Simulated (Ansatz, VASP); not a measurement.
# One calculation of SnO, two programs

File INCAR:

```
SYSTEM = SnO
ALGO = Normal
EDIFF = 1E-6
ENCUT = 520
GGA = PS
ISIF = 2
ISMEAR = 0
LASPH = .TRUE.
LCHARG = .FALSE.
LREAL = .FALSE.
LWAVE = .FALSE.
NBANDS = 28
NELM = 80
PREC = Accurate
SIGMA = 0.15
```

The input KPOINTS:

```
k-points
0
G
  12 12 10
  0 0 0
```

The input POSCAR:

```
SnO
1.0
    3.8053768948      0.0000000000      0.0000000000
    0.0000000000      3.8053768948      0.0000000000
    0.0000000000      0.0000000000      4.7531851815
Sn O
2 2
Direct
    0.0000000000      0.5000000000      0.2423986461
    0.5000000000      0.0000000000      0.7576013539
    0.0000000000      0.0000000000     -0.0420770478
    0.5000000000      0.5000000000      0.0000000000
```

Input for Ansatz:

```yaml
crystal:
  lattice:
    - [3.8053768948, 0.0, 0.0]
    - [0.0, 3.8053768948, 0.0]
    - [0.0, 0.0, 4.7531851815]
  atoms:
    - { symbol: Sn, position: [0.0, 0.5, 0.2423986461] }
    - { symbol: Sn, position: [0.5, 0.0, 0.7576013539] }
    - { symbol: O, position: [0.0, 0.0, -0.0420770478] }
    - { symbol: O, position: [0.5, 0.5, 0.0] }
basis:
  ecutwfc: 420
kpoints:
  mp_grid: { grid: [12, 12, 10] }
hamiltonian:
  xc: pbesol
scf:
  occupations: { method: gaussian, width: 0.15 }
output:
  forces: true
  stress: true
  eigenvalues: true
  write_density: true
  write_potential: true
  elf: true
  volumetric_format: npy
```

Alike in both runs: task single point; functional PBEsol; k mesh 12 × 12 × 10; occupations gaussian, width 0.15 eV; no spin polarisation.

|  | VASP | Ansatz |
| --- | --- | --- |
| version | VASP 6.6.1 | Ansatz 0.2.0 |
| potentials or method | VASP PAW PBE potentials, release 64 (Sn_d, O), cutoff 520 eV | scalar-relativistic, plane waves, PAW |
| valence electrons in the cell | 40 | 40 |

Ansatz gave:

* gap on the k mesh at the Fermi level (eV): none
* pressure (GPa): 0.6
* traceless stress, the component that is largest in VASP (GPa): 3.25
* rms of the force components (eV/Å): 0.480

**Question.** Which values does VASP return?

**Answer.** gap on the k mesh at the Fermi level (eV): none; pressure (GPa): 0.8; traceless stress, the component that is largest in VASP (GPa): 3.38; rms of the force components (eV/Å): 0.492.

VASP's potentials were made for PBE, not for PBEsol. Atom by atom the forces differ by 0.035 eV/Å (rms over components). A gap of «none» marks a metal or a gap that the smearing closes. The functional is the same, so the differences come from potentials, cutoffs and numerics.
